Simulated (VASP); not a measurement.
# BaAlH6: relaxation of cell and atoms with PBE

Crystal: BaAlH6.

```
Ba Al H
1.0
     0.10702    3.92437    3.95161
     3.90938    0.14356    3.91506
     3.92471    3.90315    0.12823
Ba Al H
1 1 6
Cartesian
  4.0736 3.9792 4.0388
  1.9321 2.0168 2.0202
  3.7251 2.0304 2.0954
  0.2530 1.9286 1.9741
  1.9765 1.9866 3.6890
  1.9365 1.9368 0.2632
  1.9069 0.3313 1.8246
  2.0638 3.7252 2.0831
```

| Property | Result |
| --- | --- |
| Program | VASP 6.6.1 |
| Task | relaxation of cell and atoms |
| Functional | PBE |
| Potentials or basis | VASP PAW PBE potentials, release 64 (Ba_sv, Al, H) |
| Cutoff | 600 eV |
| k mesh | 4 × 4 × 4 |
| Occupations | gaussian, width 0.1 eV |
| Spin | no spin polarisation |
| Dipole correction | no |
| Further INCAR settings | ALGO = Normal; EDIFF = 1e-06; IBRION = 2; EDIFFG = -0.015; NSW = 100; ISIF = 3 |

```yaml
Relaxed_volume: 14.81 Å³/atom
Relaxed_cell: a = 5.503 Å, b = 5.516 Å, c = 5.500 Å, α = 60.40°, β = 59.98°, γ = 60.06°
Space_group_after_relaxing_to_0.1_Å: F-43m (No. 216)
Energy_gained_by_relaxing: 26.2 meV/atom
Ionic_steps: 21
Pressure_after_relaxing: 0.0 GPa
Largest_force_after_relaxing: 0.011 eV/Å
Band_gap_on_the_k_mesh: zero (an odd number of electrons rules out a gap without spin polarisation)
```

Forces in eV/Å, atoms in the order of the input:
```
Ba   0.002 -0.002 -0.007
Al  -0.007 -0.005 -0.003
H   -0.003  0.009  0.004
H    0.005  0.000  0.006
H   -0.005 -0.003  0.001
H   -0.002  0.006 -0.004
H    0.006 -0.003  0.004
H    0.004 -0.002  0.000
```

Step by step:
```tsv
step	energy change (eV)	largest force (eV/Å)	pressure (GPa)	volume (Å³)
1	0.0000	1.0101	1.65	114.77
2	-0.1420	0.4060	0.31	117.21
3	-0.1699	0.3465	-0.44	118.99
4	-0.1899	0.2239	-0.20	118.54
5	-0.1979	0.1057	0.12	117.99
6	-0.1979	0.1051	0.11	118.01
7	-0.2012	0.0884	0.05	118.20
8	-0.2048	0.1639	-0.09	118.68
9	-0.2070	0.0596	-0.06	118.66
10	-0.2075	0.0395	-0.04	118.64
11	-0.2079	0.0328	-0.01	118.54
12	-0.2082	0.0253	0.06	118.32
13	-0.2085	0.0207	0.00	118.41
14	-0.2086	0.0259	-0.05	118.49
15	-0.2089	0.0196	-0.02	118.39
16	-0.2090	0.0224	0.01	118.29
17	-0.2091	0.0205	0.02	118.27
18	-0.2092	0.0254	0.04	118.25
19	-0.2093	0.0177	0.02	118.31
20	-0.2094	0.0161	-0.03	118.47
21	-0.2095	0.0105	-0.01	118.45
```

Final structure:
```
CELL_PARAMETERS angstrom
0.00105 3.89023 3.89240
3.88983 -0.01934 3.91099
3.87963 3.89899 -0.00756
ATOMIC_POSITIONS crystal
Ba 0.49912 0.50206 0.50021
Al 0.25062 0.24929 0.25005
H 0.02587 0.47363 0.47305
H 0.47394 0.02626 0.02588
H 0.47301 0.47137 0.02889
H 0.02608 0.02943 0.47217
H 0.02788 0.46932 0.02798
H 0.47348 0.02864 0.47176
```

Levels at points of the mesh, in eV from the Fermi level:
```tsv
k point	band 7	band 8	band 9	band 10	band 11	band 12
(0.00, 0.00, 0.00)	-2.41	-2.40	-0.15	-0.12	3.74	6.60
(0.50, 0.00, 0.00)	-2.06	-2.04	-0.22	-0.18	4.34	5.01
(0.00, 0.50, 0.00)	-2.06	-2.04	-0.20	-0.19	4.32	5.00
(0.50, 0.50, 0.00)	-1.87	-1.86	-1.15	0.43	4.18	4.91
(0.00, 0.00, 0.50)	-2.06	-2.05	-0.22	-0.18	4.33	5.00
(0.50, 0.00, 0.50)	-1.87	-1.86	-1.15	0.43	4.18	4.91
(0.00, 0.50, 0.50)	-1.88	-1.87	-1.14	0.42	4.18	4.93
(0.50, 0.50, 0.50)	-2.06	-2.04	-0.23	-0.18	4.33	5.01
```

Wall time 8.8 min on 1 thread of Intel(R) Xeon(R) Platinum 8559C (Emerald Rapids), with other jobs on the host, peak memory 0.4 GiB.

Caveat: spin-orbit coupling is left out, which moves the levels of the heavy elements.
